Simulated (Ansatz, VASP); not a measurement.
## One calculation of SiC, two programs

```
Si C
1.0
     0.00000    2.17400    2.17400
     2.17400    0.00000    2.17400
     2.17400    2.17400    0.00000
Si C
1 1
Cartesian
  0.0000 0.0000 0.0000
  3.2610 3.2610 3.2610
```

Alike in both runs: task single point; functional PBE-based global hybrid; k mesh 6 × 6 × 6; occupations gaussian, width 0.05 eV; no spin polarisation.

```csv
,VASP,Ansatz
version,VASP 6.6.1,Ansatz 0.2.0
potentials or method,"VASP PAW PBE potentials, release 64 (Si, C), cutoff 520 eV","scalar-relativistic, plane waves, PAW"
valence electrons in the cell,8,8
```

```csv
,VASP,Ansatz,Ansatz less VASP
gap on the k mesh at the Fermi level (eV),3.65,3.61,-0.039
least direct gap on the mesh (eV),7.30,7.26,-0.048
pressure (GPa),-2.4,-1.8,+0.59
```

VASP's potentials were made for PBE, not for PBE-based global hybrid. With one functional, cell and mesh, what is left measures potentials, basis and numerics. Ansatz's warnings: stress exchange threshold loose, stress scf threshold loose.
